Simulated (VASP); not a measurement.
Input of a VASP 6.6.1 run:

The input INCAR:

```
  PREC = Accurate
  ENCUT = 600
  EDIFF = 1E-6
  ISMEAR = -1
  SIGMA = 0.05
  LREAL = F
  LASPH = T
  NELM = 200
  ALGO = Normal
  ISIF = 2
  LWAVE = F
  LCHARG = F
  LMAXMIX = 4
  LDAU = T
  LDAUTYPE = 2
  LDAUL = 2 -1
  LDAUU = 6 0
  LDAUJ = 0 0
  LDAUPRINT = 1
  GGA = PE
  NBANDS = 16
  GGA_COMPAT = F
```

Contents of KPOINTS:

```
Automatic mesh
0
Gamma
  10 10 9
```

Contents of POSCAR:

```
TaN
1.0
    2.9762758949     -0.0000000029      0.0000000000
   -1.4881379449      2.5775305351      0.0000000000
    0.0000000000      0.0000000000      2.9018239125
Ta N
1 1
Direct
    0.3333333333      0.6666666667      0.5000000000
    0.0000000000      0.0000000000      0.0000000000
```

Potentials or basis: VASP PAW PBE potentials, release 64 (Ta_sv_GW, N).

Launch:

```bash
$ cat potpaw_PBE.64/Ta_sv_GW/POTCAR potpaw_PBE.64/N/POTCAR > POTCAR
$ mpirun -np 1 vasp_std > vasp.out
```

Question: Predict the pressure.

Answer: 12.9 GPa.

Question: Estimate the band gap on the k mesh.

Answer: Zero (band 9 reaches 13.29 eV, above the bottom of band 10 at 12.96 eV).

Eigenvalues of the final occupation matrices:
```csv
site,spin,trace,eigenvalues
site 1 d,1,1.07,0.15 0.15 0.23 0.23 0.29
site 1 d,2,1.07,0.15 0.15 0.23 0.23 0.29
```

Caveat: spin-orbit coupling is left out, which moves the levels of the heavy elements; U without spin polarisation on a metal has little footing.
